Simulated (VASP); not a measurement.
A run of VASP 6.6.1:

Contents of POSCAR:

```
CuO2
1.0
    4.3434240000      0.0000000000      0.0000000000
    0.0000000000     -2.8252300000      0.0000000000
    0.0000000000      0.0000000000    -20.1376249198
Cu O
2 4
Direct
    0.0000000000      0.0000000000      0.4571773053
    0.5000000000      0.5000000000      0.5428226947
    0.5000000000      0.0000000000      0.4798324965
    0.5000000000      0.0000000000      0.6027336872
    0.0000000000      0.5000000000      0.5201675035
    0.0000000000      0.5000000000      0.3972663128
```

File INCAR.step1:

```
ALGO     = Normal         # electronic algorithm
DIPOL    = 0.5 0.5 0.500
EDIFF    = 1E-5           # SCF threshold, eV
EFERMI   = MIDGAP       
ENCUT    = 580            # plane-wave cutoff, eV
GGA      = PE             # functional
GGA_COMPAT= F            
IDIPOL   = 3            
ISIF     = 0              # what is computed and relaxed
ISMEAR   = 0              # smearing method
KPAR     = 2            
LASPH    = T              # aspherical terms in the spheres
LCHARG   = T              # write CHGCAR
LDIPOL   = T            
LREAL    = F              # projectors in reciprocal space
LWAVE    = T              # write WAVECAR
NELM     = 100            # most SCF steps
NELMDL   = -8           
PREC     = Accurate       # precision mode
SIGMA    = 0.03           # smearing width, eV
```

INCAR.step2

```
ALGO     = All            # electronic algorithm
DIPOL    = 0.5 0.5 0.500
EDIFF    = 1E-6           # SCF threshold, eV
EFERMI   = MIDGAP       
ENCUT    = 580            # plane-wave cutoff, eV
GGA_COMPAT= F            
IDIPOL   = 3            
ISEARCH  = 1            
ISIF     = 0              # what is computed and relaxed
ISMEAR   = 0              # smearing method
ISTART   = 1            
KPAR     = 2            
LASPH    = T              # aspherical terms in the spheres
LCHARG   = F              # write CHGCAR
LDIPOL   = T            
LMIXTAU  = T            
LREAL    = F              # projectors in reciprocal space
LWAVE    = F              # write WAVECAR
METAGGA  = SCAN           # meta-GGA
NELM     = 100            # most SCF steps
NELMDL   = -8           
PREC     = Accurate       # precision mode
SIGMA    = 0.03           # smearing width, eV
```

Contents of KPOINTS:

```
k-points
0
Gamma
  4 6 1
```

Potentials or basis: VASP PAW PBE potentials, release 64 (Cu, O).

Run with:

```sh
$ cat potpaw_PBE.64/Cu/POTCAR potpaw_PBE.64/O/POTCAR > POTCAR
$ cp INCAR.step1 INCAR
$ mpirun -np 2 vasp_std > vasp.out
$ cp INCAR.step2 INCAR
$ mpirun -np 2 vasp_std > vasp.out
```

Hardware: 2 MPI ranks on AMD EPYC 9R45 96-Core Processor (Zen 5), on a shared host.

Task: Estimate the wall time of this run.

Result: Run time: 4.9 min on 2 MPI ranks on AMD EPYC 9R45 96-Core Processor (Zen 5), on a shared host, peak memory 0.48 GiB a rank. Counts: k points 12.
